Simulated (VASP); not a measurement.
# LiCl (P1) in VASP: further runs

Runs on LiCl. Level: r2SCAN. Tasks: single point.

Program: VASP 6.6.1. These are calculated values, not measurements. Logs are shortened: lines on timing, memory, paths and dates and some standing lists are left out, and cuts for length are marked.

## (1) The cell of the first run

The typed cell holds 16 atoms: a = 7.736 Å, b = 7.736 Å, c = 7.736 Å, α = 60.00°, β = 60.00°, γ = 60.00°.

## (2) Single point, r2SCAN

Contents of POSCAR:

```
LiCl
1.0
    0.0000000000      5.4699890000      5.4699890000
    5.4699890000      0.0000000000      5.4699890000
    5.4699890000      5.4699890000      0.0000000000
Li Cl
8 8
Direct
   -0.0133273577      0.0057655509     -0.0023840085
   -0.0112013936      0.0096043155      0.5171556104
    0.0001657225      0.5022539351      0.0016008259
    0.0127424388      0.4996490852      0.4867514359
    0.5100800020      0.0022352879     -0.0130007574
    0.4932999865     -0.0114350321      0.5192894355
    0.5036633529      0.4926567494      0.0143982008
    0.4994880246      0.5054942524      0.4962850931
    0.1167154084      0.1224079244      0.1358960685
    0.1330822603      0.1143931916      0.6172296690
    0.1222461325      0.6249449496      0.1342395753
    0.1304251252      0.6205831493      0.6259085713
    0.6240268490      0.1285854505      0.1190821408
    0.6142065368      0.1350143483      0.6189542612
    0.6306445040      0.6275446806      0.1195017942
    0.6303640647      0.6283799657      0.6248945839
```

Contents of INCAR.step1:

```
ALGO     = Normal         # electronic algorithm
EDIFF    = 1E-4           # SCF threshold, eV
ENCUT    = 520            # plane-wave cutoff, eV
GGA      = PE             # functional
ISMEAR   = -1             # smearing method
LASPH    = T              # aspherical terms in the spheres
LCHARG   = F              # write CHGCAR
LREAL    = Auto         
LWAVE    = T              # write WAVECAR
NBANDS   = 54             # bands
NELM     = 80             # most SCF steps
PREC     = Accurate       # precision mode
SIGMA    = 0.052          # smearing width, eV
```

Contents of INCAR.step2:

```
ALGO     = Normal         # electronic algorithm
EDIFF    = 1E-7           # SCF threshold, eV
ENCUT    = 520            # plane-wave cutoff, eV
ISIF     = 2              # what is computed and relaxed
ISMEAR   = -1             # smearing method
ISTART   = 1            
LASPH    = T              # aspherical terms in the spheres
LCHARG   = T              # write CHGCAR
LELF     = T              # ELF
LMIXTAU  = T            
LREAL    = Auto         
LVHAR    = T            
LWAVE    = F              # write WAVECAR
METAGGA  = R2SCAN         # meta-GGA
NBANDS   = 54             # bands
NELM     = 80             # most SCF steps
PREC     = Accurate       # precision mode
SIGMA    = 0.052          # smearing width, eV
```

Contents of KPOINTS:

```
k-points
0
Gamma
  2 2 2
```

Potentials or basis: VASP PAW PBE potentials, release 64 (Li_sv, Cl).

Started as:

```bash
$ cat potpaw_PBE.64/Li_sv/POTCAR potpaw_PBE.64/Cl/POTCAR > POTCAR
$ cp INCAR.step1 INCAR
$ mpirun -np 1 vasp_std > vasp.out
$ cp INCAR.step2 INCAR
$ mpirun -np 1 vasp_std > vasp.out
```

OUTCAR:

```text
EDIFF = 1E-7
   ENCUT = 520
   ISIF = 2
   ISMEAR = -1
   ISTART = 1
   LASPH = T
   LREAL = Auto
   METAGGA = R2SCAN
   NELM = 80
   PREC = Accurate

 ion  position               nearest neighbor table
   1  0.987  0.006  0.998-  13 2.29  10 2.41  11 2.41   9 2.43
   2  0.989  0.010  0.517-  10 2.21  14 2.37   9 2.41  12 2.46
   3  0.000  0.502  0.002-  15 2.33  12 2.37  11 2.38   9 2.40
   4  0.013  0.500  0.487-  11 2.23  12 2.39  16 2.42  10 2.43
   5  0.510  0.002  0.987-  14 2.33  13 2.35  15 2.37   9 2.49
   6  0.493  0.989  0.519-  16 2.28  10 2.28  14 2.33  13 2.53
[... 8 lines left out ...]
  15  0.631  0.628  0.120-   7 2.32   3 2.33   5 2.37   8 2.38
  16  0.630  0.628  0.625-   6 2.28   8 2.42   4 2.42   7 2.46

  LATTYP: Found a face centered cubic cell.
 ALAT       =    10.9399780000

  Lattice vectors:

 A1 = (   0.0000000000,   5.4699890000,   5.4699890000)
 A2 = (   5.4699890000,   0.0000000000,   5.4699890000)
 A3 = (   5.4699890000,   5.4699890000,   0.0000000000)

Analysis of symmetry for initial positions (statically):
=====================================================================
 Subroutine PRICEL returns:
 Original cell was already a primitive cell.

 Routine SETGRP: Setting up the symmetry group for a
 face centered cubic supercell.

 Subroutine GETGRP returns: Found  1 space group operations
 (whereof  1 operations were pure point group operations)
 out of a pool of 48 trial point group operations.

The static configuration has the point symmetry C_1 .

Analysis of symmetry for dynamics (positions and initial velocities):
=====================================================================
 Subroutine PRICEL returns:
 Original cell was already a primitive cell.

 Routine SETGRP: Setting up the symmetry group for a
 face centered cubic supercell.

 Subroutine GETGRP returns: Found  1 space group operations
 (whereof  1 operations were pure point group operations)
 out of a pool of 48 trial point group operations.

The dynamic configuration has the point symmetry C_1 .

 Subroutine INISYM returns: Found  1 space group operations
 (whereof  1 operations are pure point group operations),
 and found     1 'primitive' translations

----------------------------------------------------------------------------------------

                                     Primitive cell

  volume of cell :     327.3327

  direct lattice vectors                    reciprocal lattice vectors
     0.000000000  5.469989000  5.469989000    -0.091407862  0.091407862  0.091407862
     5.469989000  0.000000000  5.469989000     0.091407862 -0.091407862  0.091407862
     5.469989000  5.469989000  0.000000000     0.091407862  0.091407862 -0.091407862

  length of vectors
     7.735732630  7.735732630  7.735732630     0.158323061  0.158323061  0.158323061

  position of ions in fractional coordinates (direct lattice)
     0.986672642  0.005765551  0.997615991
     0.988798606  0.009604315  0.517155610
     0.000165723  0.502253935  0.001600826
     0.012742439  0.499649085  0.486751436
     0.510080002  0.002235288  0.986999243
     0.493299986  0.988564968  0.519289435
[... 8 lines left out ...]
     0.630644504  0.627544681  0.119501794
     0.630364065  0.628379966  0.624894584

  ion indices of the primitive-cell ions
   primitive index   ion index
                 1           1
                 2           2
                 3           3
                 4           4
                 5           5
                 6           6
[... 8 lines left out ...]
                15          15
                16          16

----------------------------------------------------------------------------------------

 KPOINTS: k-points

Automatic generation of k-mesh.
 Grid dimensions read from file:
 generate k-points for:    2    2    2

 Generating k-lattice:

  Cartesian coordinates                     Fractional coordinates (reciprocal lattice)
    -0.045703931  0.045703931  0.045703931     0.500000000  0.000000000  0.000000000
[... 49 lines left out ...]
  ---------------------------------------------------
  free energy    TOTEN  =      -100.42783378 eV

  energy without entropy =     -100.42783378  energy(sigma->0) =     -100.42783378

 E-fermi :  -0.2839     XC(G=0):  -8.1475

 val. band max:       -1.4966328695   @ k =   0.0000   0.0000   0.0000
 cond. band min:       5.1586969027   @ k =   0.0000   0.0000   0.0000
 fundamental gap:      6.6553297722
 Fermi energy:        -0.2838645268

 k-point     1 :       0.0000    0.0000    0.0000
  band No.  band energies     occupation
      1     -45.7611      2.00000
      2     -45.7604      2.00000
      3     -45.7378      2.00000
      4     -45.7111      2.00000
      5     -45.6996      2.00000
      6     -45.6885      2.00000
[... 44 lines left out ...]
     51       8.8571      0.00000
     52       9.3746      0.00000

 k-point     2 :       0.5000    0.0000    0.0000
  band No.  band energies     occupation
      1     -45.7610      2.00000
      2     -45.7605      2.00000
      3     -45.7378      2.00000
      4     -45.7111      2.00000
      5     -45.6996      2.00000
      6     -45.6885      2.00000
[... 44 lines left out ...]
     51       9.2018      0.00000
     52       9.2217      0.00000

 k-point     3 :       0.0000    0.5000    0.0000
  band No.  band energies     occupation
      1     -45.7611      2.00000
      2     -45.7604      2.00000
      3     -45.7378      2.00000
      4     -45.7111      2.00000
      5     -45.6996      2.00000
      6     -45.6885      2.00000
[... 44 lines left out ...]
     51       9.2109      0.00000
     52       9.2485      0.00000
[... 166 lines left out ...]
 k-point     7 :       0.0000    0.5000    0.5000
  band No.  band energies     occupation
      1     -45.7611      2.00000
      2     -45.7604      2.00000
      3     -45.7379      2.00000
      4     -45.7111      2.00000
      5     -45.6996      2.00000
      6     -45.6885      2.00000
[... 44 lines left out ...]
     51       8.5209      0.00000
     52       8.5734      0.00000

 k-point     8 :       0.5000    0.0000    0.5000
  band No.  band energies     occupation
      1     -45.7610      2.00000
      2     -45.7605      2.00000
      3     -45.7378      2.00000
      4     -45.7111      2.00000
      5     -45.6996      2.00000
      6     -45.6885      2.00000
[... 44 lines left out ...]
     51       8.5050      0.00000
     52       8.5670      0.00000
 [bands above 52 left out]

------------------------ aborting loop because EDIFF is reached ----------------------------------------

  FORCE on cell =-STRESS in cart. coord.  units (eV):
  Direction    XX          YY          ZZ          XY          YZ          ZX
  --------------------------------------------------------------------------------------
  -------------------------------------------------------------------------------------
  Total       -0.2930198     -0.0887255     -0.1355177      0.0270273      0.3907120      0.2002888
  in kB       -1.4342282     -0.4342796     -0.6633112      0.1322893      1.9123967      0.9803428
  external PRESSURE =      -0.8439397 kB  Pullay stress =       0.0000000 kB

 VOLUME and BASIS-vectors are now :
 -----------------------------------------------------------------------------
  energy-cutoff  :      520.00
  volume of cell :      327.33
      direct lattice vectors                 reciprocal lattice vectors
     0.000000000  5.469989000  5.469989000    -0.091407862  0.091407862  0.091407862
     5.469989000  0.000000000  5.469989000     0.091407862 -0.091407862  0.091407862
     5.469989000  5.469989000  0.000000000     0.091407862  0.091407862 -0.091407862

 POSITION                                       TOTAL-FORCE (eV/Angst)
 -----------------------------------------------------------------------------------
      5.48849     10.85404      5.42863        -0.019331      0.259605      0.165110
      2.88137      8.23755      5.46125        -0.516629     -0.257430     -0.207176
      2.75608      0.00966      2.74823        -0.142682      0.067984     -0.059164
      5.39560      2.73223      2.80278         0.263063      0.227190     -0.247413
      5.41110      8.18901      2.80236         0.281385     -0.063021     -0.234939
      8.24795      5.53885      8.10579        -0.218041     -0.107834      0.271733
[... 8 lines left out ...]
      4.08634      4.10329      6.88228         0.119365      0.004872      0.003728
      6.85540      6.86625      6.88532        -0.150632      0.155333     -0.210527
 -----------------------------------------------------------------------------------
    total drift:                                0.022815      0.070967      0.026536

  FREE ENERGIE OF THE ION-ELECTRON SYSTEM (eV)
  ---------------------------------------------------
  free  energy   TOTEN  =      -100.4278337757 eV

  energy  without entropy=     -100.4278337756  energy(sigma->0) =     -100.42783378
```

Run time: 14 min. Hardware: 1 thread of Intel Xeon 6975P-C (Granite Rapids), shared host; peak memory 0.58 GiB.

Results:

* Free energy: -100.4278 eV
* Largest force: 0.613 eV/Å
* Band gap on the k mesh: 6.66 eV

Forces on the atoms (eV/Å):
```
Li  -0.019  0.260  0.165
Li  -0.517 -0.257 -0.207
Li  -0.143  0.068 -0.059
Li   0.263  0.227 -0.247
Li   0.281 -0.063 -0.235
Li  -0.218 -0.108  0.272
Li  -0.035 -0.249  0.118
Li   0.108  0.025  0.094
Cl  -0.117 -0.043  0.102
Cl   0.511  0.105  0.105
Cl  -0.273 -0.243  0.263
Cl   0.134 -0.106 -0.018
Cl   0.066  0.070 -0.203
Cl  -0.012  0.153  0.058
Cl   0.119  0.005  0.004
Cl  -0.151  0.155 -0.211
```

Caveat: the k points lie up to 0.50 Å⁻¹ apart; the cutoff is under 1.25 times the usual one of these potentials, so pressure, stress and relaxed cells hold a basis-set (Pulay) error; the atoms stand as in a frame of molecular dynamics; the structure was generated, so it needn't be the stable form of LiCl; the PAW data sets were made with another functional, which shifts forces and pressure a little.

## (3) Single point, r2SCAN

This run uses another cell than the first one, of 20.59 Å³/atom.

Contents of POSCAR:

```
LiCl
1.0
    0.0000000000      5.4813040000      5.4813040000
    5.4813040000      0.0000000000      5.4813040000
    5.4813040000      5.4813040000      0.0000000000
Li Cl
8 8
Direct
   -0.0215597420      0.0106251177     -0.0033018603
   -0.0240248488      0.0110310430      0.5302381514
    0.0095317647      0.5010332395     -0.0022238321
    0.0204292628      0.4978227809      0.4829124602
    0.5110727301      0.0076067666     -0.0157035625
    0.4884952559     -0.0269609202      0.5367064115
    0.5019811891      0.4934233715      0.0258627327
    0.5040971090      0.5126038439      0.4900192545
    0.1096318504      0.1216167722      0.1442269029
    0.1392049228      0.1063101955      0.6102838850
    0.1194852539      0.6253530182      0.1378839780
    0.1334879437      0.6182280713      0.6303166181
    0.6250630324      0.1312081030      0.1112624843
    0.6059748739      0.1419690461      0.6136000667
    0.6340950073      0.6320214132      0.1158354837
    0.6336365398      0.6286893593      0.6284284725
```

Contents of INCAR.step1:

```
ALGO = Normal
EDIFF = 1E-4
ENCUT = 520
GGA = PE
ISMEAR = -1
LASPH = T
LCHARG = F
LREAL = Auto
LWAVE = T
NBANDS = 54
NELM = 80
PREC = Accurate
SIGMA = 0.052
```

Contents of INCAR.step2:

```
ALGO = Normal
EDIFF = 1E-6
ENCUT = 520
ISIF = 2
ISMEAR = -1
ISTART = 1
LASPH = T
LCHARG = F
LMIXTAU = T
LREAL = Auto
LWAVE = F
METAGGA = R2SCAN
NBANDS = 54
NELM = 80
PREC = Accurate
SIGMA = 0.052
```

KPOINTS is that of step 2.

Potentials or basis: VASP PAW PBE potentials, release 64 (Li_sv, Cl).

Started as:

```bash
$ cat potpaw_PBE.64/Li_sv/POTCAR potpaw_PBE.64/Cl/POTCAR > POTCAR
$ cp INCAR.step1 INCAR
$ mpirun -np 1 vasp_std > vasp.out
$ cp INCAR.step2 INCAR
$ mpirun -np 1 vasp_std > vasp.out
```

Wall time 11 min (1 thread of Intel Xeon 6975P-C (Granite Rapids), shared host); peak memory 0.57 GiB.

Results (log left out):

| Item | Value |
| --- | --- |
| Free energy | -100.1750 eV |
| Largest force | 0.838 eV/Å |
| Band gap on the k mesh | 6.53 eV |

Forces in eV/Å, atoms in the order of the input:
```
Li  -0.074  0.408  0.294
Li  -0.664 -0.408 -0.308
Li  -0.075  0.152 -0.175
Li   0.429  0.365 -0.341
Li   0.185 -0.184 -0.318
Li  -0.105 -0.235  0.526
Li  -0.165 -0.361  0.040
Li   0.115  0.028  0.073
Cl  -0.193 -0.071  0.138
Cl   0.810  0.134  0.139
Cl  -0.333 -0.304  0.418
Cl   0.053 -0.190  0.027
Cl   0.215  0.050 -0.254
Cl   0.038  0.235  0.022
Cl   0.136  0.051  0.074
Cl  -0.370  0.328 -0.357
```

Levels at points of the mesh, in eV from the valence-band top:
```
           k point  band 37  band 38  band 39  band 40  band 41  band 42  band 43  band 44
(0.00, 0.00, 0.00)    -0.22    -0.06    -0.04     0.00     6.53     6.82     7.09     7.25
(0.50, 0.00, 0.00)    -0.41    -0.24    -0.15    -0.08     7.76     7.83     8.13     8.20
(0.00, 0.50, 0.00)    -0.31    -0.25    -0.15    -0.12     7.74     7.85     8.01     8.17
(0.00, 0.00, 0.50)    -0.30    -0.29    -0.14    -0.10     7.78     7.91     8.13     8.24
(0.50, 0.50, 0.50)    -0.39    -0.24    -0.12    -0.07     7.71     7.82     8.09     8.23
(0.50, 0.50, 0.00)    -0.48    -0.39    -0.27    -0.21     7.60     7.69     8.49     8.57
(0.00, 0.50, 0.50)    -0.42    -0.40    -0.21    -0.16     7.57     7.81     8.31     8.71
(0.50, 0.00, 0.50)    -0.48    -0.42    -0.23    -0.22     7.60     7.69     8.43     8.59
```

Caveat: the k points lie up to 0.50 Å⁻¹ apart; the cutoff is under 1.25 times the usual one of these potentials, so pressure, stress and relaxed cells hold a basis-set (Pulay) error; the atoms stand as in a frame of molecular dynamics; the structure was generated, so it needn't be the stable form of LiCl; the PAW data sets were made with another functional, which shifts forces and pressure a little.

## (4) Single point, r2SCAN

This run uses another cell than the first one, of 20.86 Å³/atom.

Contents of POSCAR:

```
LiCl
1.0
    0.0000000000      5.5054240000      5.5054240000
    5.5054240000      0.0000000000      5.5054240000
    5.5054240000      5.5054240000      0.0000000000
Li Cl
8 8
Direct
   -0.0218265659      0.0129108130     -0.0076739775
   -0.0341060925      0.0113152956      0.5299200389
    0.0125122061      0.4914665973      0.0017484575
    0.0209626906      0.4896047062      0.4913914896
    0.5006103072      0.0130167994     -0.0112955878
    0.4884189665     -0.0310707223      0.5410659560
    0.4965410475      0.5063342987      0.0231637018
    0.5147457308      0.5151852973      0.4828833347
    0.1017718163      0.1236633182      0.1527978590
    0.1458595196      0.0977694906      0.6067833286
    0.1156878199      0.6284005555      0.1368874586
    0.1368474980      0.6188959288      0.6365739496
    0.6272912858      0.1321236112      0.1033503505
    0.6001713946      0.1468707951      0.6083017402
    0.6381141580      0.6356442301      0.1155881908
    0.6366587751      0.6284150866      0.6333607548
```

Contents of INCAR.step1:

```
SYSTEM = LiCl
ALGO = Normal
EDIFF = 1E-4
ENCUT = 520
GGA = PE
ISMEAR = -1
LASPH = .True.
LCHARG = .False.
LREAL = Auto
LWAVE = .True.
NBANDS = 54
NELM = 60
PREC = Accurate
SIGMA = 0.052
```

Contents of INCAR.step2:

```
SYSTEM = LiCl
ALGO = Normal
EDIFF = 1E-7
ENCUT = 520
ISIF = 2
ISMEAR = -1
ISTART = 1
LASPH = .True.
LCHARG = .False.
LMIXTAU = .True.
LREAL = Auto
LWAVE = .False.
METAGGA = R2SCAN
NBANDS = 54
NELM = 60
PREC = Accurate
SIGMA = 0.052
```

Contents of KPOINTS:

```
k-points
0
Gamma
  2 2 2
  0 0 0
```

Started as:

```bash
$ cat potpaw_PBE.64/Li_sv/POTCAR potpaw_PBE.64/Cl/POTCAR > POTCAR
$ cp INCAR.step1 INCAR
$ mpirun -np 1 vasp_std > vasp.out
$ cp INCAR.step2 INCAR
$ mpirun -np 1 vasp_std > vasp.out
```

Run time: 19 min. Hardware: 1 thread of Intel Xeon 6975P-C (Granite Rapids), shared host; peak memory 0.57 GiB.

The run converged. Its results:

- Free energy: -100.1063 eV
- Largest force: 0.867 eV/Å
- Band gap on the k mesh: 6.51 eV

Forces on the atoms (eV/Å):
```
Li  -0.105  0.386  0.255
Li  -0.520 -0.154 -0.170
Li   0.005  0.071 -0.048
Li   0.292  0.255 -0.131
Li   0.108 -0.197 -0.229
Li  -0.148 -0.237  0.562
Li  -0.228 -0.156 -0.072
Li   0.246  0.015 -0.068
Cl  -0.373 -0.106  0.125
Cl   0.863 -0.080 -0.006
Cl  -0.183 -0.075  0.285
Cl  -0.114 -0.261 -0.007
Cl   0.376 -0.031 -0.143
Cl   0.139  0.320 -0.023
Cl   0.097 -0.080  0.028
Cl  -0.454  0.331 -0.360
```

Levels at points of the mesh, in eV from the valence-band top:
```
           k point  band 38  band 39  band 40  band 41  band 42  band 43
(0.00, 0.00, 0.00)    -0.03    -0.02     0.00     6.51     6.89     7.11
(0.50, 0.00, 0.00)    -0.17    -0.11    -0.07     7.73     7.76     8.14
(0.00, 0.50, 0.00)    -0.18    -0.14    -0.09     7.73     7.81     7.96
(0.00, 0.00, 0.50)    -0.18    -0.13    -0.11     7.76     7.88     8.16
(0.50, 0.50, 0.50)    -0.18    -0.12    -0.07     7.73     7.76     8.16
(0.50, 0.50, 0.00)    -0.30    -0.24    -0.23     7.61     7.67     8.48
(0.00, 0.50, 0.50)    -0.31    -0.18    -0.16     7.59     7.80     8.32
(0.50, 0.00, 0.50)    -0.31    -0.24    -0.21     7.61     7.64     8.46
```

Caveat: the k points lie up to 0.49 Å⁻¹ apart; the cutoff is under 1.25 times the usual one of these potentials, so pressure, stress and relaxed cells hold a basis-set (Pulay) error; the atoms stand as in a frame of molecular dynamics; the structure was generated, so it needn't be the stable form of LiCl; the PAW data sets were made with another functional, which shifts forces and pressure a little.

## (5) Overview

```csv
cell,gap on the mesh (eV),largest force (eV/Å)
"a = 7.736 Å, angles 60.0°, 16 atoms, atomic positions A",6.66,0.61
"a = 7.752 Å, angles 60.0°, 16 atoms, atomic positions B",6.53,0.84
"a = 7.786 Å, angles 60.0°, 16 atoms, atomic positions C",6.51,0.87
```

Alike in all rows: task single point; level r2SCAN; potentials or basis VASP PAW PBE potentials, release 64 (Li_sv, Cl); no spin polarisation; k mesh 2 × 2 × 2; cutoff (eV) 520; smearing fermi-dirac 0.052 eV.

Caveats: all runs use coarse meshes; the cutoff is under 1.25 times the usual one of these potentials, so pressure, stress and relaxed cells hold a basis-set (Pulay) error; the atoms stand as in a frame of molecular dynamics; the structure was generated, so it needn't be the stable form of LiCl; the PAW data sets were made with another functional, which shifts forces and pressure a little.

Absolute energies hang on the potentials; compare differences alone.
